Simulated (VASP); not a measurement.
Wanted: the native input for a VASP 6.6.1 run.

```yaml
Task: single point
Functional: LDA
Potentials_or_basis: VASP PAW LDA potentials, release 64 (Si, O)
Cutoff: 520 eV
k_mesh: 6 × 6 × 10
Occupations: gaussian, width 0.05 eV
Spin: no spin polarisation
Dipole_correction: no
Further_INCAR_settings: ALGO = Normal; EDIFF = 1e-07; NBANDS = 25
```

The structure of SiO2 lies in POSCAR:

```
SiO2
1.0
    4.1908405087      0.0000000000      0.0000000000
    0.0000000000      4.1908405087      0.0000000000
    0.0000000000      0.0000000000      2.7835562659
Si O
2 4
Direct
    0.5000000000      0.5000000000      0.5000000000
    0.0000000000      0.0000000000      0.0000000000
    0.6944252994      0.6944252994      0.0000000000
    0.1944252994      0.8055747006      0.5000000000
    0.3055747006      0.3055747006      0.0000000000
    0.8055747006      0.1944252994      0.5000000000
```

This cell differs from its parent crystal: volume 8.148 Å^3 an atom, c/a of the conventional cell 0.6642.

One way to write it, as run:

INCAR

```
ALGO = Normal ; EDIFF = 1E-7
ENCUT = 520 ; GGA = CA
ISIF = 2 ; ISMEAR = 0
LASPH = True ; LCHARG = False
LREAL = False ; LWAVE = False
NBANDS = 25 ; NELM = 60
PREC = Accurate ; SIGMA = 0.05
```

KPOINTS

```
k-points
0
Gamma
  6 6 10
```

Potentials or basis: VASP PAW LDA potentials, release 64 (Si, O).

Run with:

```bash
$ cat potpaw_LDA.64/Si/POTCAR potpaw_LDA.64/O/POTCAR > POTCAR
$ mpirun -np 1 vasp_std > vasp.out
```

It gave:

```yaml
Pressure: -18.6 GPa
Largest_force: 0.080 eV/Å
Band_gap_on_the_k_mesh: 4.59 eV, direct
```

Run time: 32 s on 1 thread of AMD EPYC 9R45 96-Core Processor (Zen 5) (shared host), peak memory 0.14 GiB.
